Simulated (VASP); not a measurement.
Set up this calculation in VASP 6.6.1, as the native input.

| Item | Value |
| --- | --- |
| Task | electric field gradients |
| Functional | PBE |
| Potentials or basis | VASP PAW PBE potentials, release 64 (Ta_pv) |
| Cutoff | 520 eV |
| k mesh | 17 × 17 × 17 |
| Occupations | fermi-dirac, width 0.08 eV |
| Spin | no spin polarisation |
| Dipole correction | no |
| Further INCAR settings | ALGO = Normal; EDIFF = 1e-08; NBANDS = 12 |

The structure of Ta lies in POSCAR:

```
Ta
1.0
   -1.6622159478      1.6622159478      1.6622159478
    1.6622159478     -1.6622159478      1.6622159478
    1.6622159478      1.6622159478     -1.6622159478
Ta
1
Direct
    0.0000000000      0.0000000000      0.0000000000
```

This cell differs from its parent crystal: volume scaled by 1.02.

The input as run:

INCAR

```
ALGO = Normal ; EDIFF = 1E-8
ENCUT = 520 ; GGA = PE
ISIF = 2 ; ISMEAR = -1
LASPH = True ; LCHARG = False
LEFG = True ; LREAL = False
LWAVE = False ; NBANDS = 12
NELM = 80 ; PREC = Accurate
SIGMA = 0.08
```

KPOINTS

```
k-points
0
Gamma
  17 17 17
```

Potentials or basis: VASP PAW PBE potentials, release 64 (Ta_pv).

Launch:

```console
$ cat potpaw_PBE.64/Ta_pv/POTCAR > POTCAR
$ mpirun -np 1 vasp_std > vasp.out
```

Results of the run:

- Pressure: -0.7 GPa

Caveat: without QUAD_EFG the Cq values of the log hold for a quadrupole moment of 1 mb, not for the nuclei.

Run time: 11 s on 1 thread of Intel(R) Xeon(R) 6975P-C (Granite Rapids), with other jobs on the host, peak memory 0.17 GiB.
